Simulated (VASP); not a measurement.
# MgH8Cl2O4 in VASP: single point with r2SCAN+D3(BJ)

Aim: the single point of MgH8Cl2O4 with r2SCAN+D3(BJ).

All numbers are computed with VASP 6.6.1; they aren't measurements. Logs are shortened: lines on timing, memory, paths and dates and some standing lists are left out, and cuts for length are marked.

### Step 1. The cell of the first run

The cell holds a disordered packing, 15 atoms: a = 5.708 Å, b = 5.708 Å, c = 5.708 Å, α = 90.00°, β = 90.00°, γ = 90.00°.

### Step 2. Single point, r2SCAN+D3(BJ)

Contents of POSCAR:

```
MgH8Cl2O4
1.0
    5.7082670000      0.0000000000      0.0000000000
    0.0000000000      5.7082670000      0.0000000000
    0.0000000000      0.0000000000      5.7082670000
O H Mg Cl
4 8 1 2
Direct
    0.0441808526      0.7350404953      0.7804457716
    0.7247076564      0.5831042720      0.4209859556
    0.8891554421     -0.0072584565      0.2024009090
    0.7449025912      0.3643742375      0.9099302348
    0.1640690353      0.6171252273      0.8109277665
    0.1380183123      0.8637753176      0.7127454894
    0.8393842982      0.6030119902      0.5462000371
    0.5971940163      0.6931426362      0.4634146186
    1.0384502638      0.0725361896      0.2334008878
    0.7796766748      0.0374319785      0.3282963614
    0.6132843194      0.3169807630      0.8121969871
    0.7971137517      0.2179520040      0.9816180766
    0.8759767113      0.6393415727      0.1043110999
    0.2253390357      0.4463050710      0.1831306312
    0.4581019388      0.0123643018      0.5725510734
```

Contents of INCAR.step1:

```
SYSTEM = MgH8Cl2O4
  PREC = Accurate
  ENCUT = 520
  ISMEAR = -1
  SIGMA = 0.05
  LREAL = Auto
  LASPH = .True.
  NELM = 100
  NBANDS = 37
  GGA = PE
  ALGO = Normal
  EDIFF = 1E-4
  LWAVE = .True.
  LCHARG = .False.
```

Contents of INCAR.step2:

```
SYSTEM = MgH8Cl2O4
  PREC = Accurate
  ENCUT = 520
  EDIFF = 1E-7
  ISMEAR = -1
  SIGMA = 0.05
  LREAL = Auto
  LASPH = .True.
  NELM = 100
  ALGO = Normal
  ISIF = 2
  LWAVE = .False.
  LCHARG = .False.
  METAGGA = R2SCAN
  LMIXTAU = .True.
  IVDW = 12
  VDW_S6 = 1.0
  VDW_S8 = 0.78981345
  VDW_A1 = 0.49484001
  VDW_A2 = 5.73083694
  NBANDS = 37
  ISTART = 1
```

Contents of KPOINTS:

```
regular mesh
0
Gamma
  1 1 1
  0 0 0
```

Potentials or basis: VASP PAW PBE potentials, release 64 (O, H, Mg, Cl).

Started as:

```sh
> cat potpaw_PBE.64/O/POTCAR potpaw_PBE.64/H/POTCAR potpaw_PBE.64/Mg/POTCAR potpaw_PBE.64/Cl/POTCAR > POTCAR
> cp INCAR.step1 INCAR
> mpirun -np 1 vasp_gam > vasp.out
> cp INCAR.step2 INCAR
> mpirun -np 1 vasp_gam > vasp.out
```

OUTCAR:

```text
SYSTEM = MgH8Cl2O4
   PREC = Accurate
   ENCUT = 520
   EDIFF = 1E-7
   ISMEAR = -1
   LREAL = Auto
   LASPH = .True.
   NELM = 100
   ISIF = 2
   METAGGA = R2SCAN
   IVDW = 12
   ISTART = 1
 IVDW          = 12

 ion  position               nearest neighbor table
   1  0.044  0.735  0.780-   5 0.98   6 0.99  13 2.15
   2  0.725  0.583  0.421-   7 0.98   8 0.99  13 2.03
   3  0.889  0.993  0.202-   9 0.98  10 0.99  13 2.09
   4  0.745  0.364  0.910-  11 0.97  12 0.98  13 2.06
   5  0.164  0.617  0.811-   1 0.98
   6  0.138  0.864  0.713-   1 0.99
   7  0.839  0.603  0.546-   2 0.98
   8  0.597  0.693  0.463-   2 0.99
   9  0.038  0.073  0.233-   3 0.98
  10  0.780  0.037  0.328-   3 0.99
  11  0.613  0.317  0.812-   4 0.97
  12  0.797  0.218  0.982-   4 0.98
  13  0.876  0.639  0.104-   2 2.03   4 2.06   3 2.09   1 2.15  14 2.32
  14  0.225  0.446  0.183-  13 2.32
  15  0.458  0.012  0.573-

  LATTYP: Found a simple cubic cell.
 ALAT       =     5.7082670000

  Lattice vectors:

 A1 = (   5.7082670000,   0.0000000000,   0.0000000000)
 A2 = (   0.0000000000,   5.7082670000,   0.0000000000)
 A3 = (   0.0000000000,   0.0000000000,   5.7082670000)

Analysis of symmetry for initial positions (statically):
=====================================================================
 Subroutine PRICEL returns:
 Original cell was already a primitive cell.

 Routine SETGRP: Setting up the symmetry group for a
 simple cubic supercell.

 Subroutine GETGRP returns: Found  1 space group operations
 (whereof  1 operations were pure point group operations)
 out of a pool of 48 trial point group operations.

The static configuration has the point symmetry C_1 .

Analysis of symmetry for dynamics (positions and initial velocities):
=====================================================================
 Subroutine PRICEL returns:
 Original cell was already a primitive cell.

 Routine SETGRP: Setting up the symmetry group for a
 simple cubic supercell.

 Subroutine GETGRP returns: Found  1 space group operations
 (whereof  1 operations were pure point group operations)
[... 113 lines left out ...]
   TEBEG  =    0.0;   TEEND  =   0.0 temperature during run
   PSTRESS=    0.0 pullay stress
   NELECT =      48.0000    total number of electrons
   NUPDOWN=      -1.0000    fix difference up-down
   EMIN   =  10.00;   EMAX   =-10.00  energy-range for DOS
   EFERMI =   0.00;   METHOD = LEGACY
   ISMEAR =    -1;   SIGMA  =   0.05  broadening in eV -4-tet -1-fermi 0-gaus
   EFERMI_NEDOS =   21; number of points for ismear=-14 and -15
   IALGO  =     38    algorithm
   IMIX   =      4    mixing-type and parameters
     AMIX     =   0.40;   BMIX     =  1.00
     AMIX_MAG =   1.60;   BMIX_MAG =  1.00
  volume/ion in A,a.u.               =      12.40        83.68
  Fermi-wavevector in a.u.,A,eV,Ry     =   1.042280  1.969623 14.780649  1.086347
  Thomas-Fermi vector in A             =   2.176938
   LORBIT       =      0    0 simple, 1 ext, 2 COOP (PROOUT), +10 PAW based schemes
   METAGGA = R2SCAN    functional components
   LHFCALC =     F    Hartree Fock is set to
   AEXX    =    0.0000 exact exchange contribution
   IVDW    =    12    specifies the selected vdW correction
   LEPSILON=     F    determine dielectric tensor
   LRPA    =     F    only Hartree local field effects (RPA)
 non-spin polarized calculation
  energy-cutoff  :      520.00
  volume of cell :      186.00
 maximum number of plane-waves:      2473
 NGX is ok and might be reduce to    42
   NGX = 21   NGY = 21   NGZ = 21

 number of electron      48.0000009 magnetization

 Free energy of the ion-electron system (eV)
  ---------------------------------------------------
  ext. energy  EPLUGINS =         0.00000000
  ---------------------------------------------------
  free energy    TOTEN  =       -85.93398378 eV

  energy without entropy =      -85.93398378  energy(sigma->0) =      -85.93398378

 E-fermi :  -0.6979     XC(G=0):  -7.8184

 val. band max:       -1.9823650251   @ k =   0.0000   0.0000   0.0000
 cond. band min:       2.6915441265   @ k =   0.0000   0.0000   0.0000
 fundamental gap:      4.6739091516
 Fermi energy:        -0.6978697826

 k-point     1 :       0.0000    0.0000    0.0000
  band No.  band energies     occupation
      1     -23.5253      2.00000
      2     -23.1720      2.00000
      3     -22.8591      2.00000
      4     -22.5746      2.00000
      5     -14.9931      2.00000
      6     -14.6794      2.00000
[... 28 lines left out ...]
     35       9.3050      0.00000
     36       9.6469      0.00000
 [bands above 36 left out]

------------------------ aborting loop because EDIFF is reached ----------------------------------------

 Edisp (eV)   -0.48570

 E8    (eV) :    -0.1013

  FORCE on cell =-STRESS in cart. coord.  units (eV):
  Direction    XX          YY          ZZ          XY          YZ          ZX
  --------------------------------------------------------------------------------------
  -------------------------------------------------------------------------------------
  Total      -1.73944    -1.38438    -1.26956    -1.01406    -1.27820     0.48361
  in kB     -14.98332   -11.92489   -10.93584    -8.73494   -11.01027     4.16574
  external pressure =      -12.61 kB  Pullay stress =        0.00 kB

 VOLUME and BASIS-vectors are now :
 -----------------------------------------------------------------------------
  energy-cutoff  :      520.00
  volume of cell :      186.00
      direct lattice vectors                 reciprocal lattice vectors
     5.708267000  0.000000000  0.000000000     0.175184517  0.000000000  0.000000000
     0.000000000  5.708267000  0.000000000     0.000000000  0.175184517  0.000000000
     0.000000000  0.000000000  5.708267000     0.000000000  0.000000000  0.175184517

 POSITION                                       TOTAL-FORCE (eV/Angst)
 -----------------------------------------------------------------------------------
      0.25220      4.19581      4.45499        -0.051581     -0.022860     -0.063212
      4.13682      3.32851      2.40310        -0.113700      0.068132     -0.150508
      5.07554      5.66683      1.15536         0.002823      0.010109      0.034959
      4.25210      2.07995      5.19412         0.051480     -0.040574      0.104926
      0.93655      3.52272      4.62899         0.049210     -0.146761     -0.003770
      0.78785      4.93066      4.06854         0.035688      0.079183      0.058267
      4.79143      3.44215      3.11786         0.096935      0.052084      0.012706
      3.40894      3.95664      2.64529         0.058589     -0.090710      0.018751
      0.21948      0.41406      1.33231        -0.069680      0.118933     -0.053102
      4.45060      0.21367      1.87400        -0.054480     -0.048477      0.033251
      3.50079      1.80941      4.63624        -0.043023      0.056584     -0.074572
      4.55014      1.24413      5.60334        -0.005188      0.044795      0.085916
      5.00031      3.64953      0.59544         0.041180      0.033740     -0.107652
      1.28630      2.54763      1.04536        -0.018873     -0.109489      0.068992
      2.61497      0.07058      3.26827         0.020618     -0.004689      0.035047
 -----------------------------------------------------------------------------------
    total drift:                                0.004388     -0.001703     -0.003568

  FREE ENERGIE OF THE ION-ELECTRON SYSTEM (eV)
  ---------------------------------------------------
  free  energy   TOTEN  =       -86.4196841713 eV

  energy  without entropy=      -86.4196841712  energy(sigma->0) =      -86.41968417
```

OUTCAR.step1:

```text
SYSTEM = MgH8Cl2O4
   PREC = Accurate
   ENCUT = 520
   ISMEAR = -1
   LREAL = Auto
   LASPH = .True.
   NELM = 100
[... 285 lines left out ...]
      5.00031      3.64953      0.59544         0.056123      0.030735     -0.088969
      1.28630      2.54763      1.04536         0.041422     -0.171871      0.053868
      2.61497      0.07058      3.26827         0.002683      0.012287      0.023271
 -----------------------------------------------------------------------------------
    total drift:                                0.002806     -0.002175     -0.001740

  FREE ENERGIE OF THE ION-ELECTRON SYSTEM (eV)
  ---------------------------------------------------
  free  energy   TOTEN  =       -69.1965127685 eV

  energy  without entropy=      -69.1965127685  energy(sigma->0) =      -69.19651277
```

OSZICAR.step1:

```text
N       E                     dE             d eps       ncg     rms          rms(c)
DAV:   1     0.416297590449E+03    0.41630E+03   -0.24855E+04    74   0.117E+03
DAV:   2    -0.359781087708E+02   -0.45228E+03   -0.43564E+03   108   0.277E+02
DAV:   3    -0.747377684572E+02   -0.38760E+02   -0.38505E+02    92   0.902E+01
DAV:   4    -0.753271552723E+02   -0.58939E+00   -0.58858E+00    92   0.125E+01
DAV:   5    -0.753358734355E+02   -0.87182E-02   -0.87115E-02    92   0.149E+00    0.153E+01
DAV:   6    -0.692897555487E+02    0.60461E+01   -0.18015E+01    92   0.210E+01    0.616E+00
DAV:   7    -0.691957083368E+02    0.94047E-01   -0.93273E-01    84   0.433E+00    0.401E+00
DAV:   8    -0.691938529776E+02    0.18554E-02   -0.24205E-01   100   0.273E+00    0.640E-01
DAV:   9    -0.691932457490E+02    0.60723E-03   -0.25252E-02    92   0.968E-01    0.251E-01
DAV:  10    -0.691960560910E+02   -0.28103E-02   -0.65152E-03    84   0.378E-01    0.166E-01
DAV:  11    -0.691962545077E+02   -0.19842E-03   -0.45403E-04    92   0.132E-01    0.867E-02
DAV:  12    -0.691965083825E+02   -0.25387E-03   -0.41061E-04    76   0.116E-01    0.160E-02
DAV:  13    -0.691965127685E+02   -0.43860E-05   -0.30204E-05    68   0.331E-02
   1 F= -.69196513E+02 E0= -.69196513E+02  d E =-.417773E-10
```

Run time: 47 s. Hardware: 1 thread of AMD EPYC 7R13 (Zen 3), shared host; peak memory 0.23 GiB.

What came out:

```yaml
Free_energy: -86.4197 eV
Pressure: -1.3 GPa
Largest_force: 0.201 eV/Å
Dispersion_energy_per_atom: -0.032 eV
```

Forces in eV/Å, atoms in the order of the input:
```
O   -0.052 -0.023 -0.063
O   -0.114  0.068 -0.151
O    0.003  0.010  0.035
O    0.051 -0.041  0.105
H    0.049 -0.147 -0.004
H    0.036  0.079  0.058
H    0.097  0.052  0.013
H    0.059 -0.091  0.019
H   -0.070  0.119 -0.053
H   -0.054 -0.048  0.033
H   -0.043  0.057 -0.075
H   -0.005  0.045  0.086
Mg   0.041  0.034 -0.108
Cl  -0.019 -0.109  0.069
Cl   0.021 -0.005  0.035
```

Stress tensor (GPa, compression positive):
```
-1.50 -0.87  0.42
-0.87 -1.19 -1.10
 0.42 -1.10 -1.09
```

Caveat: the k points lie up to 1.10 Å⁻¹ apart; the PAW data sets were made with another functional, which shifts forces and pressure a little.
